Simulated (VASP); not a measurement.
# KI2 (P4_2/mnm) in VASP: notebook, part 3 of 3

VASP 6.6.1. The steps go on from the part before.

### Step 5. Single point, PBE

This run uses another cell than the first one, of 57.77 Å³/atom.

INCAR

```
ALGO = Normal
EDIFF = 1E-7
ENCUT = 520
GGA = PE
ISIF = 2
ISMEAR = 0
LASPH = T
LCHARG = F
LREAL = F
LWAVE = F
NBANDS = 32
NELM = 60
PREC = Accurate
SIGMA = 0.1
```

KPOINTS

```
k-points
0
Gamma
  6 6 8
```

POSCAR

```
KI2
1.0
    7.3586657995      0.0000000000      0.0000000000
    0.0000000000      7.3586657995      0.0000000000
    0.0000000000      0.0000000000      6.4006847922
K I
2 4
Direct
    0.0000000000      0.0000000000      0.0000000000
    0.5000000000      0.5000000000      0.5000000000
    0.3455324719      0.3455324719      0.0000000000
    0.1544675281      0.8455324719      0.5000000000
    0.6544675281      0.6544675281      0.0000000000
    0.8455324719      0.1544675281      0.5000000000
```

Potentials or basis: VASP PAW PBE potentials, release 64 (K_sv, I).

On the command line:

```sh
cat potpaw_PBE.64/K_sv/POTCAR potpaw_PBE.64/I/POTCAR > POTCAR
mpirun -np 1 vasp_std > vasp.out
```

OUTCAR:

```text
EDIFF = 1E-7
   ENCUT = 520
   GGA = PE
   ISIF = 2
   ISMEAR = 0
   LASPH = T
   LREAL = F
   NELM = 60
   PREC = Accurate

 ion  position               nearest neighbor table
   1  0.000  0.000  0.000-   4 3.58   6 3.58   4 3.58   6 3.58   5 3.60   3 3.60
   2  0.500  0.500  0.500-   3 3.58   5 3.58   3 3.58   5 3.58   4 3.60   6 3.60
   3  0.346  0.346  0.000-   5 3.22   2 3.58   2 3.58   1 3.60
   4  0.154  0.846  0.500-   6 3.22   1 3.58   1 3.58   2 3.60
   5  0.654  0.654  0.000-   3 3.22   2 3.58   2 3.58   1 3.60
   6  0.846  0.154  0.500-   4 3.22   1 3.58   1 3.58   2 3.60

  LATTYP: Found a simple tetragonal cell.
 ALAT       =     7.3586657995
 C/A-ratio  =     0.8698159376

  Lattice vectors:

 A1 = (   7.3586657995,   0.0000000000,   0.0000000000)
 A2 = (   0.0000000000,   7.3586657995,   0.0000000000)
 A3 = (   0.0000000000,   0.0000000000,   6.4006847922)

Analysis of symmetry for initial positions (statically):
=====================================================================
 Subroutine PRICEL returns:
 Original cell was already a primitive cell.

 Routine SETGRP: Setting up the symmetry group for a
 simple tetragonal supercell.

 Subroutine GETGRP returns: Found 16 space group operations
 (whereof  8 operations were pure point group operations)
 out of a pool of 16 trial point group operations.

The static configuration has the point symmetry D_2h.
 The point group associated with its full space group is D_4h.

Analysis of symmetry for dynamics (positions and initial velocities):
=====================================================================
 Subroutine PRICEL returns:
 Original cell was already a primitive cell.

 Routine SETGRP: Setting up the symmetry group for a
 simple tetragonal supercell.

 Subroutine GETGRP returns: Found 16 space group operations
 (whereof  8 operations were pure point group operations)
 out of a pool of 16 trial point group operations.

The dynamic configuration has the point symmetry D_2h.
 The point group associated with its full space group is D_4h.

 Subroutine INISYM returns: Found 16 space group operations
 (whereof  8 operations are pure point group operations),
 and found     1 'primitive' translations

----------------------------------------------------------------------------------------

                                     Primitive cell

  volume of cell :     346.5968

  direct lattice vectors                    reciprocal lattice vectors
     7.358665799  0.000000000  0.000000000     0.135894200  0.000000000  0.000000000
     0.000000000  7.358665799  0.000000000     0.000000000  0.135894200  0.000000000
     0.000000000  0.000000000  6.400684792     0.000000000  0.000000000  0.156233283

  length of vectors
     7.358665799  7.358665799  6.400684792     0.135894200  0.135894200  0.156233283

  position of ions in fractional coordinates (direct lattice)
     0.000000000  0.000000000  0.000000000
     0.500000000  0.500000000  0.500000000
     0.345532472  0.345532472  0.000000000
     0.154467528  0.845532472  0.500000000
     0.654467528  0.654467528  0.000000000
     0.845532472  0.154467528  0.500000000

  ion indices of the primitive-cell ions
   primitive index   ion index
                 1           1
                 2           2
[... 35 lines left out ...]
  0.333333  0.000000  0.000000      4.000000
  0.500000  0.000000  0.000000      2.000000
  0.166667  0.166667  0.000000      4.000000
  0.333333  0.166667  0.000000      8.000000
[... 16 lines left out ...]
  0.333333  0.000000  0.250000      8.000000
  0.500000  0.000000  0.250000      4.000000
 [... further k-points ...]
   k-points           NKPTS =     50   k-points in BZ     NKDIM =     50   number of bands    NBANDS=     32
   number of dos      NEDOS =    301   number of ions     NIONS =      6
   total plane-waves  NPLWV = 150528
   dimension x,y,z NGX =    56 NGY =   56 NGZ =   48
   dimension x,y,z NGXF=   112 NGYF=  112 NGZF=   96
   ions per type =               2   4
   NGX,Y,Z   is equivalent  to a cutoff of  12.65, 12.65, 12.47 a.u.
   NGXF,Y,Z  is equivalent  to a cutoff of  25.30, 25.30, 24.93 a.u.
 SYSTEM =  unknown system
   PREC   = accura    normal or accurate (medium, high low for compatibility)
   ISTART =      0    job   : 0-new  1-cont  2-samecut
   ICHARG =      2    charge: 1-file 2-atom 10-const
   ISPIN  =      1    spin polarized calculation?
   LNONCOLLINEAR =      F non collinear calculations
   LSORBIT =      F    spin-orbit coupling
   LASPH  =      T    aspherical Exc in radial PAW
   ENCUT  =  520.0 eV  38.22 Ry    6.18 a.u.  13.68 13.68 11.90*2*pi/ulx,y,z
   NELM   =     60;   NELMIN=  2; NELMDL= -5     # of ELM steps
   EDIFF  = 0.1E-06   stopping-criterion for ELM
   LREAL  =      F    real-space projection
   EDIFFG = 0.1E-05   stopping-criterion for IOM
   NSW    =      0    number of steps for IOM
   IBRION =     -1    ionic relax: 0-MD 1-quasi-New 2-CG
   NFREE  =      0    steps in history (QN), initial steepest desc. (CG)
   ISIF   =      2    stress and relaxation
   ISYM   =      2    0-nonsym 1-usesym 2-fastsym
   POTIM  = 0.5000    time-step for ionic-motion
   TEBEG  =    0.0;   TEEND  =   0.0 temperature during run
   PSTRESS=    0.0 pullay stress
   NELECT =      46.0000    total number of electrons
   NUPDOWN=      -1.0000    fix difference up-down
   EMIN   =  10.00;   EMAX   =-10.00  energy-range for DOS
   EFERMI =   0.00;   METHOD = LEGACY
   ISMEAR =     0;   SIGMA  =   0.10  broadening in eV -4-tet -1-fermi 0-gaus
   EFERMI_NEDOS =   21; number of points for ismear=-14 and -15
   IALGO  =     38    algorithm
   IMIX   =      4    mixing-type and parameters
     AMIX     =   0.40;   BMIX     =  1.00
     AMIX_MAG =   1.60;   BMIX_MAG =  1.00
  volume/ion in A,a.u.               =      57.77       389.83
  Fermi-wavevector in a.u.,A,eV,Ry     =   0.835063  1.578040  9.487754  0.697330
  Thomas-Fermi vector in A             =   1.948559
   LORBIT       =      0    0 simple, 1 ext, 2 COOP (PROOUT), +10 PAW based schemes
   GGA     = PE    functional components
   LHFCALC =     F    Hartree Fock is set to
   AEXX    =    0.0000 exact exchange contribution
   IVDW    =     0    specifies the selected vdW correction
   LEPSILON=     F    determine dielectric tensor
   LRPA    =     F    only Hartree local field effects (RPA)
 non-spin polarized calculation
 Gauss-broadening in eV      SIGMA  =   0.10
  energy-cutoff  :      520.00
  volume of cell :      346.60
 maximum number of plane-waves:      9392
 NGX is ok and might be reduce to    56
   NGX = 27   NGY = 27   NGZ = 23

 number of electron      45.9999999 magnetization

 Free energy of the ion-electron system (eV)
  ---------------------------------------------------
  ext. energy  EPLUGINS =         0.00000000
  ---------------------------------------------------
  free energy    TOTEN  =       -12.51067260 eV

  energy without entropy =      -12.42591533  energy(sigma->0) =      -12.46829397

 E-fermi :  -0.5796     XC(G=0):  -6.2882

 val. band max:       -0.6021616158   @ k =   0.1667   0.1667   0.5000
 cond. band min:      -0.5639287732   @ k =   0.5000   0.3333   0.5000
 fundamental gap:      0.0382328426
 Fermi energy:        -0.5796116452

 k-point     1 :       0.0000    0.0000    0.0000
  band No.  band energies     occupation
      1     -30.1878      2.00000
      2     -30.1876      2.00000
      3     -13.7133      2.00000
      4     -13.7133      2.00000
      5     -13.6801      2.00000
      6     -13.6801      2.00000
[... 829 lines left out ...]
     31       5.5221      0.00000
     32       5.5221      0.00000

 [... further k-points ...]

------------------------ aborting loop because EDIFF is reached ----------------------------------------

  FORCE on cell =-STRESS in cart. coord.  units (eV):
  Direction    XX          YY          ZZ          XY          YZ          ZX
  --------------------------------------------------------------------------------------
  -------------------------------------------------------------------------------------
  Total       -0.0195710     -0.0195710      0.0400638     -0.0000000      0.0000000      0.0000000
  in kB       -0.0904690     -0.0904690      0.1851990     -0.0000000      0.0000000      0.0000000
  external PRESSURE =       0.0014203 kB  Pullay stress =       0.0000000 kB

 VOLUME and BASIS-vectors are now :
 -----------------------------------------------------------------------------
  energy-cutoff  :      520.00
  volume of cell :      346.60
      direct lattice vectors                 reciprocal lattice vectors
     7.358665799  0.000000000  0.000000000     0.135894200  0.000000000  0.000000000
     0.000000000  7.358665799  0.000000000     0.000000000  0.135894200  0.000000000
     0.000000000  0.000000000  6.400684792     0.000000000  0.000000000  0.156233283

 POSITION                                       TOTAL-FORCE (eV/Angst)
 -----------------------------------------------------------------------------------
      0.00000      0.00000      0.00000         0.000000      0.000000     -0.000000
      3.67933      3.67933      3.20034         0.000000      0.000000     -0.000000
      2.54266      2.54266      0.00000         0.001864      0.001864     -0.000000
      1.13667      6.22199      3.20034        -0.001864      0.001864     -0.000000
      4.81601      4.81601      0.00000        -0.001864     -0.001864      0.000000
      6.22199      1.13667      3.20034         0.001864     -0.001864     -0.000000
 -----------------------------------------------------------------------------------
    total drift:                                0.000000      0.000000      0.000000

  FREE ENERGIE OF THE ION-ELECTRON SYSTEM (eV)
  ---------------------------------------------------
  free  energy   TOTEN  =       -12.5106726018 eV

  energy  without entropy=      -12.4259153294  energy(sigma->0) =      -12.46829397
```

stdout:

```text
POSCAR found type information on POSCAR K I
 POSCAR found :  2 types and       6 ions
 scaLAPACK will be used
 LDA part: xc-table for (Slater+PW92), standard interpolation
 POSCAR, INCAR and KPOINTS ok, starting setup
 FFT: planning ... GRIDC
 FFT: planning ... GRID_SOFT
 FFT: planning ... GRID
 WAVECAR not read
 entering main loop
```

Wall time 5 min (1 thread of Intel Xeon 6975P-C (Granite Rapids), shared host); peak memory 0.67 GiB.

What came out:

```yaml
Free_energy: -12.5107 eV
Pressure: 0.0 GPa
Band_gap_on_the_k_mesh: zero (bands 23 and 24 overlap by 0.23 eV)
```

Forces in eV/Å, atoms in the order of the input:
```
K    0.000  0.000  0.000
K    0.000  0.000  0.000
I    0.002  0.002  0.000
I   -0.002  0.002  0.000
I   -0.002 -0.002  0.000
I    0.002 -0.002  0.000
```

Levels at points of the mesh, in eV from the Fermi level:
```tsv
k point	band 20	band 21	band 22	band 23	band 24	band 25	band 26	band 27
(0.00, 0.00, 0.00)	-1.00	-1.00	-0.50	0.12	0.12	3.57	4.71	5.65
(0.50, 0.00, 0.00)	-0.96	-0.67	-0.67	-0.11	-0.11	4.70	4.70	5.49
(0.50, 0.50, 0.00)	-1.04	-0.58	-0.58	0.10	0.10	4.59	4.59	5.73
(0.00, 0.00, 0.50)	-0.88	-0.82	-0.82	0.05	0.05	4.86	4.86	6.03
(0.50, 0.00, 0.50)	-1.02	-0.63	-0.63	-0.05	-0.05	5.53	5.53	5.63
(0.50, 0.50, 0.50)	-0.76	-0.56	-0.56	0.03	0.03	5.50	5.50	5.55
```

Caveat: spin-orbit coupling is left out, which moves the levels of the heavy elements.

### Step 6. Overview

```tsv
task	cell	k mesh	cutoff (eV)	gap on the mesh (eV)	pressure (GPa)	largest force (eV/Å)
single point	a = 7.377, b = 7.377, c = 4.752 Å, 6 atoms, atomic positions A	4 × 4 × 4	520	none	4.2	0.40
single point	a = 8.111, b = 8.111, c = 5.421 Å, 6 atoms, atomic positions B	4 × 4 × 4	520	none	0.0	0.02
relaxation of cell and atoms	relaxed from a = 7.377, b = 7.377, c = 4.752 Å, 6 atoms, atomic positions A	4 × 4 × 4	600	none	0.0	0.04
single point	a = 7.359, b = 7.359, c = 6.401 Å, 6 atoms, atomic positions C	6 × 6 × 8	520	none	0.0	-
```

Alike in all rows: level PBE; potentials or basis VASP PAW PBE potentials, release 64 (K_sv, I); no spin polarisation; smearing gaussian 0.1 eV.

Caveats: spin-orbit coupling is left out, which moves the levels of the heavy elements; the cell stands under pressure (at least some runs); the volume moved by over 15 % at a fixed basis, so the end points are rough (at least some runs).

Absolute energies hang on the potentials; compare differences alone.
